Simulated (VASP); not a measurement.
# Ti: single point with PBEsol

Ti:

```
CELL_PARAMETERS angstrom
-1.64100 1.64100 1.64100
1.64100 -1.64100 1.64100
1.64100 1.64100 -1.64100
ATOMIC_POSITIONS crystal
Ti 0.00000 0.00000 0.00000
```

```yaml
Program: VASP 6.6.1
Task: single point
Functional: PBEsol
Potentials_or_basis: VASP PAW PBE potentials, release 64 (Ti_sv)
Cutoff: 520 eV
k_mesh: 3 × 3 × 3
Occupations: fermi-dirac, width 0.1 eV
Spin: no spin polarisation
Dipole_correction: no
Further_INCAR_settings: ALGO = Normal; EDIFF = 1e-06; NBANDS = 12
```

```
Pressure               : -7.1 GPa
Band gap on the k mesh : zero (band 6 reaches 8.74 eV, above the bottom of band 7 at 7.26 eV)
```

Levels at points of the mesh, in eV from the Fermi level:
```
           k point  band 3  band 4  band 5  band 6  band 7  band 8
(0.00, 0.00, 0.00)  -32.20  -32.20   -5.79    1.08    1.08    1.08
```

It took 2.1 s on 1 thread of Intel Xeon 6975P-C, on a shared host, peak memory 0.13 GiB.

Caveat: the k points lie up to 0.90 Å⁻¹ apart; the PAW data sets were made with another functional, which shifts forces and pressure a little.
